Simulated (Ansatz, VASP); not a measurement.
**Two plane-wave programs on ZnO4**

```
CELL_PARAMETERS angstrom
-2.30256 2.30256 2.30256
2.30256 -2.30256 2.30256
2.30256 2.30256 -2.30256
ATOMIC_POSITIONS crystal
Zn 0.00000 0.00000 0.00000
O 0.50000 0.50000 0.50000
O 0.50000 0.00000 0.00000
O 0.00000 0.00000 0.50000
O 0.00000 0.50000 0.00000
```

Change from the starting cell: species swapped into the Hg4Pt type (Im-3m, No. 229).

Alike in both runs: task single point; functional PBE; k mesh 6 × 6 × 6; occupations gaussian, width 0.1 eV; no spin polarisation.

|  | VASP | Ansatz |
| --- | --- | --- |
| version | VASP 6.6.1 | Ansatz 0.2.0 |
| potentials or method | VASP PAW PBE potentials, release 64 (Zn, O), cutoff 520 eV | scalar-relativistic, plane waves, PAW |
| valence electrons in the cell | 36 | 36 |

```tsv
	VASP	Ansatz	Ansatz less VASP
gap on the k mesh at the Fermi level (eV)	none	none	-
pressure (GPa)	9.6	8.7	-0.95
```

A gap of «none» marks a metal or a gap that the smearing closes.
